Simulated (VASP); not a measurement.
Input of a VASP 6.6.1 run:

The input INCAR:

```
SYSTEM = AlN
PREC = Accurate ; ENCUT = 600
EDIFF = 1E-6 ; ISMEAR = -1
SIGMA = 0.05 ; LREAL = .FALSE.
LASPH = .TRUE. ; NELM = 100
ALGO = Normal ; ISIF = 3
LWAVE = .FALSE. ; LCHARG = .FALSE.
GGA = PS ; IBRION = 2
NSW = 60 ; EDIFFG = -0.01
```

The input KPOINTS:

```
regular mesh
0
G
  10 10 6
  0 0 0
```

The input POSCAR:

```
AlN
1.0
    3.1130000000      0.0000000000      0.0000000000
   -1.5565000000      2.6959370820      0.0000000000
    0.0000000000      0.0000000000      4.9810000000
Al N
2 2
Direct
    0.6666666667      0.3333333333      0.5000000000
    0.3333333333      0.6666666667      0.0000000000
    0.6666666667      0.3333333333      0.8800000000
    0.3333333333      0.6666666667      0.3800000000
```

Potentials or basis: VASP PAW PBE potentials, release 64 (Al, N).

Run with:

```sh
$ cat potpaw_PBE.64/Al/POTCAR potpaw_PBE.64/N/POTCAR > POTCAR
$ mpirun -np 1 vasp_std > vasp.out
```

**Question.** Estimate the band gap on the k mesh.

**Answer.** 4.12 eV.

**Question.** Estimate the space group after relaxing (to 0.1 Å).

**Answer.** P6_3mc (No. 186).

Final structure:
```yaml
crystal:
  lattice:
    - [3.11270, 0.00000, 0.00000]
    - [-1.55635, 2.69568, 0.00000]
    - [0.00000, 0.00000, 4.98090]
  atoms:
    - { symbol: Al, position: [0.66667, 0.33333, 0.49899] }
    - { symbol: Al, position: [0.33333, 0.66667, 0.99899] }
    - { symbol: N, position: [0.66667, 0.33333, 0.88101] }
    - { symbol: N, position: [0.33333, 0.66667, 0.38101] }
```

 A k mesh can miss the band edges.
